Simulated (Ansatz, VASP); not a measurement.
**GaSb: VASP beside Ansatz**

Contents of INCAR:

```
PREC = Accurate
ENCUT = 500
EDIFF = 1E-6
ISMEAR = 0
SIGMA = 0.1
LREAL = F
LASPH = T
NELM = 120
ALGO = Normal
ISIF = 2
LWAVE = F
LCHARG = F
GGA = PS
NBANDS = 16
GGA_COMPAT = F
```

The input KPOINTS:

```
regular mesh
0
Gamma
  12 12 12
```

Contents of POSCAR:

```
GaSb
1.0
    0.0000000000      3.1542498523      3.1542498523
    3.1542498523      0.0000000000      3.1542498523
    3.1542498523      3.1542498523      0.0000000000
Ga Sb
1 1
Direct
    0.0000000000      0.0000000000      0.0000000000
    0.2500000000      0.2500000000      0.2500000000
```

Input for Ansatz:

```yaml
crystal:
  lattice:
    - [0.0, 3.1542498523, 3.1542498523]
    - [3.1542498523, 0.0, 3.1542498523]
    - [3.1542498523, 3.1542498523, 0.0]
  atoms:
    - { symbol: Ga, position: [0.0, 0.0, 0.0] }
    - { symbol: Sb, position: [0.25, 0.25, 0.25] }
basis:
  ecutwfc: 420
kpoints:
  mp_grid: { grid: [12, 12, 12] }
hamiltonian:
  xc: pbesol
scf:
  occupations: { method: gaussian, width: 0.1 }
output:
  forces: true
  stress: true
  eigenvalues: true
```

Alike in both runs: task single point; functional PBEsol; k mesh 12 × 12 × 12; occupations gaussian, width 0.1 eV; no spin polarisation.

|  | VASP | Ansatz |
| --- | --- | --- |
| version | VASP 6.6.1 | Ansatz 0.2.0 |
| potentials or method | VASP PAW PBE potentials, release 64 (Ga_d, Sb), cutoff 500 eV | scalar-relativistic, plane waves, PAW |
| valence electrons in the cell | 18 | 28 |

|  | VASP | Ansatz | Ansatz less VASP |
| --- | --- | --- | --- |
| gap on the k mesh at the Fermi level (eV) | none | none | - |
| pressure (GPa) | -3.9 | -3.9 | -0.07 |

VASP's potentials were made for PBE, not for PBEsol. A gap of «none» marks a metal or a gap that the smearing closes. The functional is the same, so the differences come from potentials, cutoffs and numerics. VASP's potentials hold 18 valence electrons a cell and Ansatz's 28, so a difference there can come from the potentials and not from the codes.

Neither program's run includes spin-orbit coupling.
